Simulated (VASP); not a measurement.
A run of VASP 6.6.1:

INCAR

```
  PREC = Accurate
  ENCUT = 600
  EDIFF = 1E-6
  ISMEAR = -1
  SIGMA = 0.03
  LREAL = F
  LASPH = T
  NELM = 60
  ALGO = Normal
  ISIF = 3
  LWAVE = F
  LCHARG = F
  GGA = PS
  IBRION = 2
  NSW = 100
  EDIFFG = -0.01
```

File KPOINTS:

```
regular mesh
0
Gamma
  6 6 4
```

File POSCAR:

```
Sb2PtAu2
1.0
    4.4413116100      0.0000000000      0.0000000000
   -2.2206558000      3.8462886800      0.0000000000
    0.0000000000      0.0000000000      7.3614985300
Sb Pt Au
2 1 2
Direct
    0.6666666700      0.3333333300      0.3835732800
    0.3333333300      0.6666666700      0.6164267200
    0.0000000000      0.0000000000      0.0000000000
    0.6666666700      0.3333333300      0.7768952300
    0.3333333300      0.6666666700      0.2231047700
```

Potentials or basis: VASP PAW PBE potentials, release 64 (Sb, Pt, Au).

Run with:

```bash
$ cat potpaw_PBE.64/Sb/POTCAR potpaw_PBE.64/Pt/POTCAR potpaw_PBE.64/Au/POTCAR > POTCAR
$ mpirun -np 1 vasp_std > vasp.out
```

Hardware: 1 thread of Intel Xeon 8259CL, with other jobs on the host.

Question: How long does it take, and how much memory?

Answer: Run time: 57 min on 1 thread of Intel Xeon 8259CL, with other jobs on the host, peak memory 0.35 GiB. Counts: scf iterations 347, k points 24, ion steps 48.
